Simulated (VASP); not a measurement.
# Al2Ru (Fddd) in VASP: single point with LDA

Aim: the single point of Al2Ru with LDA.

Everything below comes from runs of VASP 6.6.1. Logs are shortened: lines on timing, memory, paths and dates and some standing lists are left out, and cuts for length are marked.

## Step 1: The cell of the first run

The structure is orthorhombic, space group Fddd (No. 70). Conventional cell: a = 4.738 Å, b = 8.053 Å, c = 8.835 Å, α = 90.00°, β = 90.00°, γ = 90.00°. Al (site symmetry 2) has 5 Ru at 2.59 to 2.74 Å and 9 Al at 2.61 to 3.21 Å within 3.4 Å. Ru (site symmetry 222) has 10 Al at 2.59 to 2.74 Å and 4 Ru at 3.21 Å within 3.4 Å.

## Step 2: Single point, LDA

POSCAR reads:

```
Al2Ru
1.0
    0.0000000000      4.0263163755      4.4177033670
    2.3690654965      0.0000000000      4.4177033670
    2.3690654965      4.0263163755      0.0000000000
Al Ru
4 2
Direct
    0.0790116663      0.4209883337      0.0790116663
    0.4209883337      0.0790116663      0.4209883337
    0.1709883337      0.8290116663      0.1709883337
    0.8290116663      0.1709883337      0.8290116663
    0.7500000000      0.7500000000      0.7500000000
    0.5000000000      0.5000000000      0.5000000000
```

INCAR.step1 reads:

```
SYSTEM = Al2Ru
ALGO = Normal
EDIFF = 1E-6
ENCUT = 520
GGA = CA
ISIF = 2
ISMEAR = 0
LASPH = .True.
LCHARG = .True.
LMAXMIX = 4
LREAL = .False.
LWAVE = .False.
NBANDS = 29
NELM = 100
PREC = Accurate
SIGMA = 0.01
```

KPOINTS.step1 reads:

```
k-points
0
Gamma
  10 10 10
  0 0 0
```

INCAR.step2 reads:

```
SYSTEM = Al2Ru
ALGO = Normal
EDIFF = 1E-6
ENCUT = 520
GGA = CA
ICHARG = 11
ISIF = 2
ISMEAR = -5
LASPH = .True.
LCHARG = .False.
LMAXMIX = 4
LORBIT = 11
LREAL = .False.
LWAVE = .False.
NEDOS = 1001
NELM = 100
PREC = Accurate
SIGMA = 0.01
```

KPOINTS.step2 reads:

```
k-points
0
Gamma
  15 15 15
  0 0 0
```

Potentials or basis: VASP PAW LDA potentials, release 64 (Al, Ru_pv).

Run with:

```
> cat potpaw_LDA.64/Al/POTCAR potpaw_LDA.64/Ru_pv/POTCAR > POTCAR
> cp INCAR.step1 INCAR
> cp KPOINTS.step1 KPOINTS
> mpirun -np 1 vasp_std > vasp.out
> cp INCAR.step2 INCAR
> cp KPOINTS.step2 KPOINTS
> mpirun -np 1 vasp_std > vasp.out
```

OUTCAR:

```text
SYSTEM = Al2Ru
   EDIFF = 1E-6
   ENCUT = 520
   GGA = CA
   ICHARG = 11
   ISIF = 2
   ISMEAR = -5
   LASPH = .True.
   LORBIT = 11
   LREAL = .False.
   NELM = 100
   PREC = Accurate

 ion  position               nearest neighbor table
   1  0.079  0.421  0.079-   6 2.59   6 2.59   3 2.61   3 2.61   5 2.65   2 2.69   2 2.69   5 2.74
                             5 2.74   2 2.75   4 3.21   4 3.21   4 3.21   4 3.21
   2  0.421  0.079  0.421-   6 2.59   6 2.59   4 2.61   4 2.61   5 2.65   1 2.69   1 2.69   5 2.74
                             5 2.74   1 2.75   3 3.21   3 3.21   3 3.21   3 3.21
   3  0.171  0.829  0.171-   5 2.59   5 2.59   1 2.61   1 2.61   6 2.65   4 2.69   4 2.69   6 2.74
                             6 2.74   4 2.75   2 3.21   2 3.21   2 3.21   2 3.21
   4  0.829  0.171  0.829-   5 2.59   5 2.59   2 2.61   2 2.61   6 2.65   3 2.69   3 2.69   6 2.74
                             6 2.74   3 2.75   1 3.21   1 3.21   1 3.21   1 3.21
   5  0.750  0.750  0.750-   4 2.59   3 2.59   4 2.59   3 2.59   1 2.65   2 2.65   2 2.74   2 2.74
                             1 2.74   1 2.74   6 3.21   6 3.21   6 3.21   6 3.21
   6  0.500  0.500  0.500-   1 2.59   2 2.59   1 2.59   2 2.59   3 2.65   4 2.65   3 2.74   3 2.74
                             4 2.74   4 2.74   5 3.21   5 3.21   5 3.21   5 3.21

  LATTYP: Found a face centered orthorhombic cell.
 ALAT       =     4.7381309930
 B/A-ratio  =     1.6995378057
 C/A-ratio  =     1.8647451383

  Lattice vectors:

 A1 = (   0.0000000000,   4.0263163755,   4.4177033670)
 A2 = (   2.3690654965,   0.0000000000,   4.4177033670)
 A3 = (   2.3690654965,   4.0263163755,   0.0000000000)

Analysis of symmetry for initial positions (statically):
=====================================================================
 Subroutine PRICEL returns:
 Original cell was already a primitive cell.

 Routine SETGRP: Setting up the symmetry group for a
 face centered orthorhombic supercell.

 Subroutine GETGRP returns: Found  8 space group operations
 (whereof  4 operations were pure point group operations)
 out of a pool of  8 trial point group operations.

The static configuration has the point symmetry D_2 .
 The point group associated with its full space group is D_2h.

Analysis of symmetry for dynamics (positions and initial velocities):
=====================================================================
 Subroutine PRICEL returns:
 Original cell was already a primitive cell.

 Routine SETGRP: Setting up the symmetry group for a
 face centered orthorhombic supercell.

 Subroutine GETGRP returns: Found  8 space group operations
 (whereof  4 operations were pure point group operations)
 out of a pool of  8 trial point group operations.

The dynamic configuration has the point symmetry D_2 .
 The point group associated with its full space group is D_2h.

 Subroutine INISYM returns: Found  8 space group operations
 (whereof  4 operations are pure point group operations),
 and found     1 'primitive' translations

----------------------------------------------------------------------------------------

                                     Primitive cell

  volume of cell :      84.2775

  direct lattice vectors                    reciprocal lattice vectors
     0.000000000  4.026316376  4.417703367    -0.211053684  0.124182988  0.113180981
     2.369065497  0.000000000  4.417703367     0.211053684 -0.124182988  0.113180981
     2.369065497  4.026316376  0.000000000     0.211053684  0.124182988 -0.113180981

  length of vectors
     5.977234025  5.012840948  4.671583766     0.269768431  0.269768431  0.269768431

  position of ions in fractional coordinates (direct lattice)
     0.079011666  0.420988334  0.079011666
     0.420988334  0.079011666  0.420988334
     0.170988334  0.829011666  0.170988334
     0.829011666  0.170988334  0.829011666
     0.750000000  0.750000000  0.750000000
     0.500000000  0.500000000  0.500000000

  ion indices of the primitive-cell ions
   primitive index   ion index
                 1           1
                 2           2
                 3           3
                 4           4
                 5           5
                 6           6

----------------------------------------------------------------------------------------

 KPOINTS: k-points

Automatic generation of k-mesh.
 Grid dimensions read from file:
 generate k-points for:   15   15   15

 Generating k-lattice:

  Cartesian coordinates                     Fractional coordinates (reciprocal lattice)
    -0.014070246  0.008278866  0.007545399     0.066666667  0.000000000 -0.000000000
     0.014070246 -0.008278866  0.007545399     0.000000000  0.066666667  0.000000000
     0.014070246  0.008278866 -0.007545399    -0.000000000  0.000000000  0.066666667

  Length of vectors
     0.017984562  0.017984562  0.017984562

  Shift w.r.t. Gamma in fractional coordinates (k-lattice)
     0.000000000  0.000000000  0.000000000

 TETIRR: Found   2856 inequivalent tetrahedra from    20250

 Subroutine IBZKPT returns following result:
 ===========================================

 Found    512 irreducible k-points:

 Following reciprocal coordinates:
            Coordinates               Weight
  0.000000  0.000000  0.000000      1.000000
  0.066667  0.000000  0.000000      8.000000
  0.133333  0.000000  0.000000      8.000000
  0.200000  0.000000  0.000000      8.000000
  0.266667  0.000000  0.000000      8.000000
  0.333333 -0.000000 -0.000000      8.000000
[... 16 lines left out ...]
  0.133333  0.133333  0.000000      2.000000
  0.200000  0.133333  0.000000      8.000000
 [... further k-points ...]
   k-points           NKPTS =    512   k-points in BZ     NKDIM =    512   number of bands    NBANDS=     24
   number of dos      NEDOS =   1001   number of ions     NIONS =      6
   total plane-waves  NPLWV =  69120
   dimension x,y,z NGX =    48 NGY =   40 NGZ =   36
   dimension x,y,z NGXF=    96 NGYF=   80 NGZF=   72
   ions per type =               4   2
   NGX,Y,Z   is equivalent  to a cutoff of  13.35, 13.27, 12.81 a.u.
   NGXF,Y,Z  is equivalent  to a cutoff of  26.70, 26.53, 25.62 a.u.
 SYSTEM =  Al2Ru
   PREC   = accura    normal or accurate (medium, high low for compatibility)
   ISTART =      0    job   : 0-new  1-cont  2-samecut
   ICHARG =     11    charge: 1-file 2-atom 10-const
   ISPIN  =      1    spin polarized calculation?
   LNONCOLLINEAR =      F non collinear calculations
   LSORBIT =      F    spin-orbit coupling
   LASPH  =      T    aspherical Exc in radial PAW
   ENCUT  =  520.0 eV  38.22 Ry    6.18 a.u.  11.11  9.32  8.69*2*pi/ulx,y,z
   NELM   =    100;   NELMIN=  2; NELMDL=  0     # of ELM steps
   EDIFF  = 0.1E-05   stopping-criterion for ELM
   LREAL  =      F    real-space projection
   EDIFFG = 0.1E-04   stopping-criterion for IOM
   NSW    =      0    number of steps for IOM
   IBRION =     -1    ionic relax: 0-MD 1-quasi-New 2-CG
   NFREE  =      0    steps in history (QN), initial steepest desc. (CG)
   ISIF   =      2    stress and relaxation
   ISYM   =      2    0-nonsym 1-usesym 2-fastsym
   POTIM  = 0.5000    time-step for ionic-motion
   TEBEG  =    0.0;   TEEND  =   0.0 temperature during run
   PSTRESS=    0.0 pullay stress
   NELECT =      40.0000    total number of electrons
   NUPDOWN=      -1.0000    fix difference up-down
   EMIN   =  10.00;   EMAX   =-10.00  energy-range for DOS
   EFERMI =   0.00;   METHOD = LEGACY
   ISMEAR =    -5;   SIGMA  =   0.01  broadening in eV -4-tet -1-fermi 0-gaus
   EFERMI_NEDOS =   21; number of points for ismear=-14 and -15
   IALGO  =     38    algorithm
   IMIX   =      4    mixing-type and parameters
     AMIX     =   0.40;   BMIX     =  1.00
     AMIX_MAG =   1.60;   BMIX_MAG =  1.00
  volume/ion in A,a.u.               =      14.05        94.79
  Fermi-wavevector in a.u.,A,eV,Ry     =   1.277000  2.413181 22.187425  1.630730
  Thomas-Fermi vector in A             =   2.409625
   LORBIT       =     11    0 simple, 1 ext, 2 COOP (PROOUT), +10 PAW based schemes
   GGA     = CA    functional components
   LHFCALC =     F    Hartree Fock is set to
   AEXX    =    0.0000 exact exchange contribution
   IVDW    =     0    specifies the selected vdW correction
   LEPSILON=     F    determine dielectric tensor
   LRPA    =     F    only Hartree local field effects (RPA)
 non-spin polarized calculation
 Fermi weights with tetrahedron method with Bloechl corrections
  energy-cutoff  :      520.00
  volume of cell :       84.28
 maximum number of plane-waves:      2284
 NGX is ok and might be reduce to    48

 number of electron      40.0000001 magnetization

 Free energy of the ion-electron system (eV)
  ---------------------------------------------------
  ext. energy  EPLUGINS =         0.00000000
  ---------------------------------------------------
  free energy    TOTEN  =       -42.30650576 eV

  energy without entropy =      -42.30650576  energy(sigma->0) =      -42.30650576

 E-fermi :  10.1992     XC(G=0): -12.0048

 val. band max:       10.1841277372   @ k =   0.0000   0.0000   0.0000
 cond. band min:      10.2405244133   @ k =   0.0000   0.3333   0.3333
 fundamental gap:      0.0563966761
 Fermi energy:        10.1991624607

 k-point     1 :       0.0000    0.0000    0.0000
  band No.  band energies     occupation
      1     -32.3110      2.00000
      2     -32.2315      2.00000
      3     -32.2255      2.00000
      4     -32.1806      2.00000
      5     -32.1700      2.00000
      6     -32.1625      2.00000
[... 16 lines left out ...]
     23      12.4913      0.00000
     24      12.7054      0.00000

 k-point     2 :       0.0667    0.0000    0.0000
  band No.  band energies     occupation
      1     -32.3105      2.00000
      2     -32.2345      2.00000
      3     -32.2229      2.00000
      4     -32.1808      2.00000
      5     -32.1700      2.00000
      6     -32.1626      2.00000
[... 16 lines left out ...]
     23      12.5188      0.00000
     24      12.7080      0.00000

 k-point     3 :       0.1333    0.0000    0.0000
  band No.  band energies     occupation
      1     -32.3093      2.00000
      2     -32.2395      2.00000
      3     -32.2192      2.00000
      4     -32.1810      2.00000
      5     -32.1701      2.00000
      6     -32.1627      2.00000
[... 16 lines left out ...]
     23      12.2689      0.00000
     24      12.5170      0.00000

 k-point     4 :       0.2000    0.0000    0.0000
  band No.  band energies     occupation
      1     -32.3073      2.00000
      2     -32.2449      2.00000
      3     -32.2160      2.00000
      4     -32.1813      2.00000
      5     -32.1703      2.00000
      6     -32.1629      2.00000
[... 16 lines left out ...]
     23      12.2298      0.00000
     24      12.3661      0.00000

 k-point     5 :       0.2667    0.0000    0.0000
  band No.  band energies     occupation
      1     -32.3048      2.00000
      2     -32.2503      2.00000
      3     -32.2136      2.00000
      4     -32.1812      2.00000
      5     -32.1706      2.00000
      6     -32.1630      2.00000
[... 451 lines left out ...]
 k-point    22 :      -0.0667    0.0667   -0.0000
  band No.  band energies     occupation
      1     -32.3100      2.00000
      2     -32.2390      2.00000
      3     -32.2190      2.00000
      4     -32.1799      2.00000
      5     -32.1704      2.00000
      6     -32.1633      2.00000
[... 16 lines left out ...]
     23      12.3173      0.00000
     24      12.3338      0.00000

 k-point    23 :       0.1333    0.1333    0.0000
  band No.  band energies     occupation
      1     -32.3077      2.00000
      2     -32.2351      2.00000
      3     -32.2244      2.00000
      4     -32.1850      2.00000
      5     -32.1688      2.00000
      6     -32.1605      2.00000
[... 16 lines left out ...]
     23      12.3315      0.00000
     24      12.9263      0.00000

 k-point    24 :       0.2000    0.1333    0.0000
  band No.  band energies     occupation
      1     -32.3058      2.00000
      2     -32.2388      2.00000
      3     -32.2224      2.00000
      4     -32.1867      2.00000
      5     -32.1683      2.00000
      6     -32.1600      2.00000
[... 16 lines left out ...]
     23      12.4511      0.00000
     24      13.0464      0.00000

 [... further k-points ...]

------------------------ aborting loop because EDIFF is reached ----------------------------------------

  FORCE on cell =-STRESS in cart. coord.  units (eV):
  Direction    XX          YY          ZZ          XY          YZ          ZX
  --------------------------------------------------------------------------------------
  -------------------------------------------------------------------------------------
  Total       -4.1933076     -3.9346112     -4.3274710      0.0000000      0.0000000      0.0000000
  in kB      -79.7178898    -74.7998781    -82.2684344      0.0000000      0.0000000      0.0000000
  external PRESSURE =     -78.9287341 kB  Pullay stress =       0.0000000 kB

 VOLUME and BASIS-vectors are now :
 -----------------------------------------------------------------------------
  energy-cutoff  :      520.00
  volume of cell :       84.28
      direct lattice vectors                 reciprocal lattice vectors
     0.000000000  4.026316376  4.417703367    -0.211053684  0.124182988  0.113180981
     2.369065497  0.000000000  4.417703367     0.211053684 -0.124182988  0.113180981
     2.369065497  4.026316376  0.000000000     0.211053684  0.124182988 -0.113180981

 POSITION                                       TOTAL-FORCE (eV/Angst)
 -----------------------------------------------------------------------------------
      1.18453      0.63625      2.20885        -0.000000     -0.070936      0.000000
      1.18453      3.39006      2.20885        -0.000000      0.070936      0.000000
      2.36907      1.37691      4.41770         0.000000      0.070936      0.000000
      2.36907      6.67573      4.41770         0.000000     -0.070936      0.000000
      3.55360      6.03947      6.62656        -0.000000      0.000000     -0.000000
      2.36907      4.02632      4.41770         0.000000      0.000000      0.000000
 -----------------------------------------------------------------------------------
    total drift:                               -0.000000     -0.000000     -0.000000

  FREE ENERGIE OF THE ION-ELECTRON SYSTEM (eV)
  ---------------------------------------------------
  free  energy   TOTEN  =       -42.3065057589 eV

  energy  without entropy=      -42.3065057589  energy(sigma->0) =      -42.30650576

 total charge

# of ion       s       p       d       tot
------------------------------------------
    1        0.411   0.416   0.000   0.827
    2        0.411   0.416   0.000   0.827
    3        0.411   0.416   0.000   0.827
    4        0.411   0.416   0.000   0.827
    5        0.315   6.258   6.171  12.745
    6        0.315   6.258   6.171  12.745
--------------------------------------------------
tot          2.275  14.179  12.342  28.796
```

Wall time 9.4 min (1 thread of Intel Xeon 6975P-C (Granite Rapids), shared host); peak memory 0.86 GiB.

Results:

```
Valence electrons inside the program's atomic spheres : Al 0.83; Ru 12.74
```
